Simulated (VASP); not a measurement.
Wanted: the native input for a VASP 6.6.1 run.

- Task: single point
- Functional: PBE
- Potentials or basis: VASP PAW PBE potentials, release 64 (Hg, Te)
- Cutoff: 520 eV
- k mesh: 6 × 6 × 6
- Occupations: fermi-dirac, width 0.02 eV
- Spin: no spin polarisation
- Dipole correction: no
- Further INCAR settings: ALGO = Normal; EDIFF = 1e-07; NBANDS = 16

The structure of HgTe lies in POSCAR:

```
HgTe
1.0
    0.0000000000      3.3220494652      3.2379927024
    3.3220494652      0.0000000000      3.2379927024
    3.3220494652      3.3220494652      0.0000000000
Hg Te
1 1
Direct
    0.0000000000      0.0000000000      0.0000000000
    0.2500000000      0.2500000000      0.2500000000
```

This cell differs from its parent crystal: epitaxial xy strain +1.0%.

One way to write it, as run:

INCAR

```
SYSTEM = HgTe
PREC = Accurate
ENCUT = 520
EDIFF = 1E-7
ISMEAR = -1
SIGMA = 0.02
LREAL = .False.
LASPH = .True.
NELM = 60
ALGO = Normal
ISIF = 2
LWAVE = .False.
LCHARG = .False.
GGA = PE
NBANDS = 16
```

KPOINTS

```
Automatic mesh
0
Gamma
  6 6 6
  0 0 0
```

Potentials or basis: VASP PAW PBE potentials, release 64 (Hg, Te).

The run is started by

```sh
$ cat potpaw_PBE.64/Hg/POTCAR potpaw_PBE.64/Te/POTCAR > POTCAR
$ mpirun -np 1 vasp_std > vasp.out
```

It gave:

```yaml
Pressure: 1.2 GPa
Band_gap_on_the_k_mesh: 0.08 eV
```

Caveat: the cell differs from its parent crystal (epitaxial xy strain +1.0%); spin-orbit coupling is left out, which moves the levels of the heavy elements.

It took 22 s on 1 thread of Intel(R) Xeon(R) Platinum 8559C (Emerald Rapids) (shared host), peak memory 0.21 GiB.
